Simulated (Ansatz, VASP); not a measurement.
## PbS in VASP and in Ansatz

Contents of INCAR:

```
SYSTEM = PbS
PREC = Accurate ; ENCUT = 520
EDIFF = 1E-6 ; ISMEAR = 0
SIGMA = 0.01 ; LREAL = .FALSE.
LASPH = .TRUE. ; NELM = 100
ALGO = Normal ; ISIF = 2
LWAVE = .FALSE. ; LCHARG = .TRUE.
GGA = PS ; LELF = .TRUE.
LVHAR = .TRUE. ; NBANDS = 28
```

The input KPOINTS:

```
Automatic mesh
0
G
  5 5 5
  0 0 0
```

The input POSCAR:

```
PbS
1.0
    2.0799530000     -5.9912970000      0.0000000000
    2.0799530000      5.9912970000      0.0000000000
    0.0000000000      0.0000000000      4.2793210000
Pb S
2 2
Direct
    0.8694370000      0.1305630000      0.7500000000
    0.1305630000      0.8694370000      0.2500000000
    0.6452030000      0.3547970000      0.7500000000
    0.3547970000      0.6452030000      0.2500000000
```

Input for Ansatz:

```yaml
crystal:
  lattice:
    - [2.079953, -5.991297, 0.0]
    - [2.079953, 5.991297, 0.0]
    - [0.0, 0.0, 4.279321]
  atoms:
    - { symbol: Pb, position: [0.869437, 0.130563, 0.75] }
    - { symbol: Pb, position: [0.130563, 0.869437, 0.25] }
    - { symbol: S, position: [0.645203, 0.354797, 0.75] }
    - { symbol: S, position: [0.354797, 0.645203, 0.25] }
kpoints:
  mp_grid: { grid: [5, 5, 5] }
hamiltonian:
  xc: pbesol
  pseudopotentials: { kind: all_electron, lapw: {} }
scf:
  occupations: { method: fixed }
output:
  stress: true
```

Alike in both runs: task single point; functional PBEsol; k mesh 5 × 5 × 5; no spin polarisation.

```csv
,VASP,Ansatz
version,VASP 6.6.1,Ansatz 0.2.0
potentials or method,"VASP PAW PBE potentials, release 64 (Pb_d, S), cutoff 520 eV",all-electron (LAPW or listed datasets)
occupations,"gaussian, width 0.01 eV",fixed
```

Ansatz gave:

* pressure (GPa): -1.8
* traceless stress, the component that is largest in VASP (GPa): 0.36

Question: Which values does VASP return?

Answer: Pressure (GPa): -1.9; traceless stress, the component that is largest in VASP (GPa): 0.34.

VASP's potentials were made for PBE, not for PBEsol. Ansatz ran all-electron here, and VASP with PAW potentials.

Spin-orbit coupling is off throughout.
